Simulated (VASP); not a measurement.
## Ge: single point with PBEsol

The system is Ge.

```xyz
2
Lattice="0.0000 2.8300 2.8300 2.8300 0.0000 2.8300 2.8300 2.8300 0.0000" Properties=species:S:1:pos:R:3 pbc="T T T"
Ge    2.8300    2.8300    2.8300
Ge    4.2450    4.2450    4.2450
```

| Item | Value |
| --- | --- |
| Program | VASP 6.6.1 |
| Task | single point |
| Functional | PBEsol |
| Potentials or basis | VASP PAW PBE potentials, release 64 (Ge_d) |
| Cutoff | 520 eV |
| k mesh | 14 × 14 × 14 |
| Occupations | gaussian, width 0.05 eV |
| Spin | no spin polarisation |

```yaml
Pressure: 0.5 GPa
Band_gap_on_the_k_mesh: zero (filled and empty bands touch)
```

Levels at points of the mesh, in eV from the Fermi level:
```csv
k point,band 11,band 12,band 13,band 14,band 15,band 16,band 17,band 18
"(0.00, 0.00, 0.00)",-12.81,-0.04,-0.02,-0.02,-0.02,2.51,2.51,2.51
"(0.50, 0.00, 0.00)",-10.71,-7.64,-1.43,-1.43,0.10,3.69,3.69,6.94
"(0.50, 0.50, 0.00)",-8.92,-8.92,-3.10,-3.10,0.65,0.65,9.46,9.46
```

Wall time 79 s on 1 thread of Intel(R) Xeon(R) Platinum 8488C (Sapphire Rapids), with other jobs on the host, peak memory 0.21 GiB.

Caveat: the PAW data sets were made with another functional, which shifts forces and pressure a little.
